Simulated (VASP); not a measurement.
# Bi2Se3 (R-3m) in VASP: notebook

The runs below take Bi2Se3 through single point, with PBE.

Program: VASP 6.6.1. These are calculated values, not measurements. Logs are shortened: lines on timing, memory, paths and dates and some standing lists are left out, and cuts for length are marked.

## 1. The cell of the first run

The structure is trigonal, space group R-3m (No. 166). Conventional cell: a = 4.087 Å, b = 4.087 Å, c = 28.249 Å, α = 90.00°, β = 90.00°, γ = 120.00°. Bi (site symmetry 3m) has 6 Se at 2.81 to 3.03 Å within 3.7 Å. Se (site symmetry -3m) has 6 Bi at 3.03 Å and 12 Se at 4.09 to 4.17 Å within 4.2 Å. Within 3.7 Å of Se (site symmetry 3m) lie 3 Bi at 2.81 Å and 3 Se at 3.47 Å.

## 2. Single point, PBE (27.24 Å³/atom)

File INCAR:

```
SYSTEM = Bi2Se3
PREC = Accurate
ENCUT = 520
EDIFF = 1E-6
ISMEAR = -1
SIGMA = 0.03
LREAL = .False.
LASPH = .True.
NELM = 80
ALGO = Normal
ISIF = 2
LWAVE = .False.
LCHARG = .False.
GGA = PE
NBANDS = 32
```

File KPOINTS:

```
Automatic mesh
0
Gamma
  6 6 6
  0 0 0
```

File POSCAR:

```
Bi2Se3
1.0
    2.0435026311      1.1798167941      9.4163232398
   -2.0435026311      1.1798167941      9.4163232398
    0.0000000000     -2.3596335883      9.4163232398
Bi Se
2 3
Direct
    0.4008000000      0.4008000000      0.4008000000
    0.5992000000      0.5992000000      0.5992000000
    0.0000000000      0.0000000000      0.0000000000
    0.2117000000      0.2117000000      0.2117000000
    0.7883000000      0.7883000000      0.7883000000
```

Potentials or basis: VASP PAW PBE potentials, release 64 (Bi_d, Se).

Run with:

```bash
> cat potpaw_PBE.64/Bi_d/POTCAR potpaw_PBE.64/Se/POTCAR > POTCAR
> mpirun -np 1 vasp_std > vasp.out
```

OUTCAR:

```text
SYSTEM = Bi2Se3
   PREC = Accurate
   ENCUT = 520
   EDIFF = 1E-6
   ISMEAR = -1
   LREAL = .False.
   LASPH = .True.
   NELM = 80
   ISIF = 2
   GGA = PE

 ion  position               nearest neighbor table
   1  0.401  0.401  0.401-   5 2.81   5 2.81   5 2.81   3 3.03   3 3.03   3 3.03
   2  0.599  0.599  0.599-   4 2.81   4 2.81   4 2.81   3 3.03   3 3.03   3 3.03
   3  0.000  0.000  0.000-   2 3.03   1 3.03   2 3.03   2 3.03   1 3.03   1 3.03
   4  0.212  0.212  0.212-   2 2.81   2 2.81   2 2.81
   5  0.788  0.788  0.788-   1 2.81   1 2.81   1 2.81

  LATTYP: Found a trigonal (rhomboedric) cell.
 ALAT       =     9.7074720719
 COS(alpha) =     0.9113725817

  Lattice vectors:

 A1 = (   2.0435026311,   1.1798167941,   9.4163232398)
 A2 = (  -2.0435026311,   1.1798167941,   9.4163232398)
 A3 = (   0.0000000000,  -2.3596335883,   9.4163232398)

Analysis of symmetry for initial positions (statically):
=====================================================================
 Subroutine PRICEL returns:
 Original cell was already a primitive cell.

 Routine SETGRP: Setting up the symmetry group for a
 trigonal (rhombohedral) supercell.

 Subroutine GETGRP returns: Found 12 space group operations
 (whereof 12 operations were pure point group operations)
 out of a pool of 12 trial point group operations.

The static configuration has the point symmetry D_3d.

Analysis of symmetry for dynamics (positions and initial velocities):
=====================================================================
 Subroutine PRICEL returns:
 Original cell was already a primitive cell.

 Routine SETGRP: Setting up the symmetry group for a
 trigonal (rhombohedral) supercell.

 Subroutine GETGRP returns: Found 12 space group operations
 (whereof 12 operations were pure point group operations)
 out of a pool of 12 trial point group operations.

The dynamic configuration has the point symmetry D_3d.

 Subroutine INISYM returns: Found 12 space group operations
 (whereof 12 operations are pure point group operations),
 and found     1 'primitive' translations

----------------------------------------------------------------------------------------

                                     Primitive cell

  volume of cell :     136.2142

  direct lattice vectors                    reciprocal lattice vectors
     2.043502631  1.179816794  9.416323240     0.244677933  0.141264871  0.035399521
    -2.043502631  1.179816794  9.416323240    -0.244677933  0.141264871  0.035399521
     0.000000000 -2.359633588  9.416323240     0.000000000 -0.282529741  0.035399521

  length of vectors
     9.707472072  9.707472072  9.707472072     0.284738794  0.284738794  0.284738794

  position of ions in fractional coordinates (direct lattice)
     0.400800000  0.400800000  0.400800000
     0.599200000  0.599200000  0.599200000
     0.000000000  0.000000000  0.000000000
     0.211700000  0.211700000  0.211700000
     0.788300000  0.788300000  0.788300000

  ion indices of the primitive-cell ions
   primitive index   ion index
                 1           1
                 2           2
                 3           3
                 4           4
                 5           5

----------------------------------------------------------------------------------------

 KPOINTS: Automatic mesh

Automatic generation of k-mesh.
 Grid dimensions read from file:
 generate k-points for:    6    6    6

 Generating k-lattice:

  Cartesian coordinates                     Fractional coordinates (reciprocal lattice)
     0.040779656  0.023544145  0.005899920     0.166666667  0.000000000  0.000000000
    -0.040779656  0.023544145  0.005899920     0.000000000  0.166666667  0.000000000
     0.000000000 -0.047088290  0.005899920     0.000000000  0.000000000  0.166666667

  Length of vectors
     0.047456466  0.047456466  0.047456466

  Shift w.r.t. Gamma in fractional coordinates (k-lattice)
     0.000000000  0.000000000  0.000000000

 Subroutine IBZKPT returns following result:
 ===========================================

 Found     32 irreducible k-points:

 Following reciprocal coordinates:
            Coordinates               Weight
  0.000000  0.000000  0.000000      1.000000
  0.166667  0.000000  0.000000      6.000000
  0.333333  0.000000  0.000000      6.000000
  0.500000  0.000000  0.000000      3.000000
  0.166667  0.166667  0.000000      6.000000
  0.333333  0.166667 -0.000000     12.000000
[... 16 lines left out ...]
  0.500000  0.500000  0.166667      6.000000
 -0.333333  0.500000  0.166667     12.000000
 [... further k-points ...]
   k-points           NKPTS =     32   k-points in BZ     NKDIM =     32   number of bands    NBANDS=     32
   number of dos      NEDOS =    301   number of ions     NIONS =      5
   total plane-waves  NPLWV = 373248
   dimension x,y,z NGX =    72 NGY =   72 NGZ =   72
   dimension x,y,z NGXF=   144 NGYF=  144 NGZF=  144
   ions per type =               2   3
   NGX,Y,Z   is equivalent  to a cutoff of  12.33, 12.33, 12.33 a.u.
   NGXF,Y,Z  is equivalent  to a cutoff of  24.66, 24.66, 24.66 a.u.
 SYSTEM =  Bi2Se3
   PREC   = accura    normal or accurate (medium, high low for compatibility)
   ISTART =      0    job   : 0-new  1-cont  2-samecut
   ICHARG =      2    charge: 1-file 2-atom 10-const
   ISPIN  =      1    spin polarized calculation?
   LNONCOLLINEAR =      F non collinear calculations
   LSORBIT =      F    spin-orbit coupling
   LASPH  =      T    aspherical Exc in radial PAW
   ENCUT  =  520.0 eV  38.22 Ry    6.18 a.u.  18.05 18.05 18.05*2*pi/ulx,y,z
   NELM   =     80;   NELMIN=  2; NELMDL= -5     # of ELM steps
   EDIFF  = 0.1E-05   stopping-criterion for ELM
   LREAL  =      F    real-space projection
   EDIFFG = 0.1E-04   stopping-criterion for IOM
   NSW    =      0    number of steps for IOM
   IBRION =     -1    ionic relax: 0-MD 1-quasi-New 2-CG
   NFREE  =      0    steps in history (QN), initial steepest desc. (CG)
   ISIF   =      2    stress and relaxation
   ISYM   =      2    0-nonsym 1-usesym 2-fastsym
   POTIM  = 0.5000    time-step for ionic-motion
   TEBEG  =    0.0;   TEEND  =   0.0 temperature during run
   PSTRESS=    0.0 pullay stress
   NELECT =      48.0000    total number of electrons
   NUPDOWN=      -1.0000    fix difference up-down
   EMIN   =  10.00;   EMAX   =-10.00  energy-range for DOS
   EFERMI =   0.00;   METHOD = LEGACY
   ISMEAR =    -1;   SIGMA  =   0.03  broadening in eV -4-tet -1-fermi 0-gaus
   EFERMI_NEDOS =   21; number of points for ismear=-14 and -15
   IALGO  =     38    algorithm
   IMIX   =      4    mixing-type and parameters
     AMIX     =   0.40;   BMIX     =  1.00
     AMIX_MAG =   1.60;   BMIX_MAG =  1.00
  volume/ion in A,a.u.               =      27.24       183.84
  Fermi-wavevector in a.u.,A,eV,Ry     =   1.156328  2.185143 18.192280  1.337095
  Thomas-Fermi vector in A             =   2.292949
   LORBIT       =      0    0 simple, 1 ext, 2 COOP (PROOUT), +10 PAW based schemes
   GGA     = PE    functional components
   LHFCALC =     F    Hartree Fock is set to
   AEXX    =    0.0000 exact exchange contribution
   IVDW    =     0    specifies the selected vdW correction
   LEPSILON=     F    determine dielectric tensor
   LRPA    =     F    only Hartree local field effects (RPA)
 non-spin polarized calculation
  energy-cutoff  :      520.00
  volume of cell :      136.21
 maximum number of plane-waves:      3714
   NGX = 37   NGY = 37   NGZ = 37

 number of electron      47.9999997 magnetization

 Free energy of the ion-electron system (eV)
  ---------------------------------------------------
  ext. energy  EPLUGINS =         0.00000000
  ---------------------------------------------------
  free energy    TOTEN  =       -20.01308467 eV

  energy without entropy =      -20.01298238  energy(sigma->0) =      -20.01303352

 E-fermi :   5.5787     XC(G=0):  -9.6847

 val. band max:        5.4864281216   @ k =   0.0000   0.0000   0.0000
 cond. band min:       5.6711629736   @ k =   0.0000   0.0000   0.0000
 fundamental gap:      0.1847348520
 Fermi energy:         5.5787463893

 k-point     1 :       0.0000    0.0000    0.0000
  band No.  band energies     occupation
      1     -17.7146      2.00000
      2     -17.7146      2.00000
      3     -17.7122      2.00000
      4     -17.7122      2.00000
      5     -17.7016      2.00000
      6     -17.6986      2.00000
[... 24 lines left out ...]
     31      11.2210      0.00000
     32      12.4104      0.00000

 k-point     2 :       0.1667    0.0000    0.0000
  band No.  band energies     occupation
      1     -17.7199      2.00000
      2     -17.7166      2.00000
      3     -17.7077      2.00000
      4     -17.7054      2.00000
      5     -17.6976      2.00000
      6     -17.6946      2.00000
[... 24 lines left out ...]
     31      10.4728      0.00000
     32      11.4033      0.00000

 k-point     3 :       0.3333    0.0000    0.0000
  band No.  band energies     occupation
      1     -17.7330      2.00000
      2     -17.7275      2.00000
      3     -17.7023      2.00000
      4     -17.7002      2.00000
      5     -17.6969      2.00000
      6     -17.6964      2.00000
[... 24 lines left out ...]
     31      10.1070      0.00000
     32      11.9360      0.00000

 k-point     4 :       0.5000    0.0000    0.0000
  band No.  band energies     occupation
      1     -17.7402      2.00000
      2     -17.7334      2.00000
      3     -17.7054      2.00000
      4     -17.7002      2.00000
      5     -17.6998      2.00000
      6     -17.6948      2.00000
[... 24 lines left out ...]
     31       9.8524      0.00000
     32      11.6628      0.00000

 k-point     5 :       0.1667    0.1667    0.0000
  band No.  band energies     occupation
      1     -17.7199      2.00000
      2     -17.7166      2.00000
      3     -17.7077      2.00000
      4     -17.7054      2.00000
      5     -17.6976      2.00000
      6     -17.6945      2.00000
[... 584 lines left out ...]
     31      10.5671      0.00000
     32      11.4192      0.00000

 k-point    22 :      -0.1667    0.3333    0.1667
  band No.  band energies     occupation
      1     -17.7319      2.00000
      2     -17.7268      2.00000
      3     -17.7057      2.00000
      4     -17.7001      2.00000
      5     -17.6991      2.00000
      6     -17.6957      2.00000
[... 24 lines left out ...]
     31      10.0008      0.00000
     32      12.3334      0.00000

 k-point    23 :       0.5000    0.5000    0.1667
  band No.  band energies     occupation
      1     -17.7329      2.00000
      2     -17.7276      2.00000
      3     -17.7023      2.00000
      4     -17.7003      2.00000
      5     -17.6970      2.00000
      6     -17.6964      2.00000
[... 24 lines left out ...]
     31      10.0022      0.00000
     32      11.6885      0.00000

 k-point    24 :      -0.3333    0.5000    0.1667
  band No.  band energies     occupation
      1     -17.7318      2.00000
      2     -17.7269      2.00000
      3     -17.7057      2.00000
      4     -17.7001      2.00000
      5     -17.6991      2.00000
      6     -17.6957      2.00000
[... 24 lines left out ...]
     31      10.6106      0.00000
     32      11.9293      0.00000

 [... further k-points ...]

------------------------ aborting loop because EDIFF is reached ----------------------------------------

  FORCE on cell =-STRESS in cart. coord.  units (eV):
  Direction    XX          YY          ZZ          XY          YZ          ZX
  --------------------------------------------------------------------------------------
  -------------------------------------------------------------------------------------
  Total        4.7398451      4.7398451      4.7364007      0.0000000     -0.0000000      0.0000000
  in kB       55.7509596     55.7509596     55.7104460      0.0000000     -0.0000000      0.0000000
  external PRESSURE =      55.7374551 kB  Pullay stress =       0.0000000 kB

 VOLUME and BASIS-vectors are now :
 -----------------------------------------------------------------------------
  energy-cutoff  :      520.00
  volume of cell :      136.21
      direct lattice vectors                 reciprocal lattice vectors
     2.043502631  1.179816794  9.416323240     0.244677933  0.141264871  0.035399521
    -2.043502631  1.179816794  9.416323240    -0.244677933  0.141264871  0.035399521
     0.000000000 -2.359633588  9.416323240     0.000000000 -0.282529741  0.035399521

 POSITION                                       TOTAL-FORCE (eV/Angst)
 -----------------------------------------------------------------------------------
      0.00000     -0.00000     11.32219         0.000000      0.000000     -0.324852
      0.00000     -0.00000     16.92678         0.000000     -0.000000      0.324852
      0.00000      0.00000      0.00000         0.000000      0.000000      0.000000
      0.00000     -0.00000      5.98031         0.000000      0.000000     -0.528520
      0.00000     -0.00000     22.26866         0.000000     -0.000000      0.528520
 -----------------------------------------------------------------------------------
    total drift:                                0.000000      0.000000      0.000000

  FREE ENERGIE OF THE ION-ELECTRON SYSTEM (eV)
  ---------------------------------------------------
  free  energy   TOTEN  =       -20.0130846664 eV

  energy  without entropy=      -20.0129823776  energy(sigma->0) =      -20.01303352
```

Wall time 7.2 min (1 thread of Intel Xeon 6975P-C (Granite Rapids), shared host); peak memory 0.73 GiB.

What came out:

```
Free energy            : -20.0131 eV
Pressure               : 5.6 GPa
Largest force          : 0.529 eV/Å
Band gap on the k mesh : 0.18 eV
```

Forces in eV/Å, atoms in the order of the input:
```
Bi   0.000  0.000 -0.325
Bi   0.000  0.000  0.325
Se   0.000  0.000  0.000
Se   0.000  0.000 -0.529
Se   0.000  0.000  0.529
```

Levels at points of the mesh, in eV from the valence-band top:
```
           k point  band 22  band 23  band 24  band 25  band 26  band 27
(0.00, 0.00, 0.00)    -1.34    -1.34     0.00     0.18     1.35     1.35
(0.50, 0.00, 0.00)    -2.33    -1.37    -0.59     0.79     1.90     2.93
(0.50, 0.50, 0.00)    -2.00    -1.80    -1.07     1.29     1.91     2.63
(0.50, 0.50, 0.50)    -1.52    -1.52    -0.46     0.58     1.68     1.68
```

Caveat: the cell stands under pressure; spin-orbit coupling is left out, which moves the levels of the heavy elements. A k mesh can miss the band edges.

(Part 1 of 2 ends here.)
